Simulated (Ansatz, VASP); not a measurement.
**One calculation of Sb, two programs**

Contents of INCAR:

```
  ALGO = Normal
  EDIFF = 1E-6
  EDIFFG = -0.005
  ENCUT = 600
  GGA = PE
  IBRION = 2
  ISIF = 3
  ISMEAR = -1
  LASPH = True
  LCHARG = False
  LREAL = False
  LWAVE = False
  NELM = 80
  NSW = 45
  PREC = Accurate
  SIGMA = 0.05
```

KPOINTS

```
k-points
0
Gamma
  15 15 15
```

The input POSCAR:

```
Sb
1.0
    0.0000000000      2.3958649983      2.3958649983
    2.3958649983      0.0000000000      2.3958649983
    2.3958649983      2.3958649983      0.0000000000
Sb
1
Direct
    0.0000000000      0.0000000000      0.0000000000
```

Input for Ansatz:

```yaml
crystal:
  lattice:
    - [0.0, 2.3958649983, 2.3958649983]
    - [2.3958649983, 0.0, 2.3958649983]
    - [2.3958649983, 2.3958649983, 0.0]
  atoms:
    - { symbol: Sb, position: [0.0, 0.0, 0.0] }
kpoints:
  mp_grid: { grid: [15, 15, 15] }
scf:
  occupations: { method: fermi_dirac, width: 0.05 }
hamiltonian:
  xc: pbe
  pseudopotentials:
    kind: all_electron
    lapw: { basis_error: 0.0005 }
    relativity: none
output:
  forces: true
  stress: true
  eigenvalues: true
  populations: true
relax:
  f_tol: 0.005
  max_steps: 25
  cell: {}
```

Alike in both runs: task relaxation of cell and atoms; functional PBE; k mesh 15 × 15 × 15; occupations fermi-dirac, width 0.05 eV; no spin polarisation.

|  | VASP | Ansatz |
| --- | --- | --- |
| version | VASP 6.6.1 | Ansatz 0.2.0 |
| potentials or method | VASP PAW PBE potentials, release 64 (Sb), cutoff 600 eV | all-electron LAPW, non-relativistic |

```csv
,VASP,Ansatz,Ansatz less VASP
relaxed volume (Å³/atom),27.44,27.58,+0.139
relaxed cell length with the largest relative difference (Å),3.386,3.391,+0.0057
```

Ansatz ran all-electron here, and VASP with PAW potentials.

Neither program's run includes spin-orbit coupling.
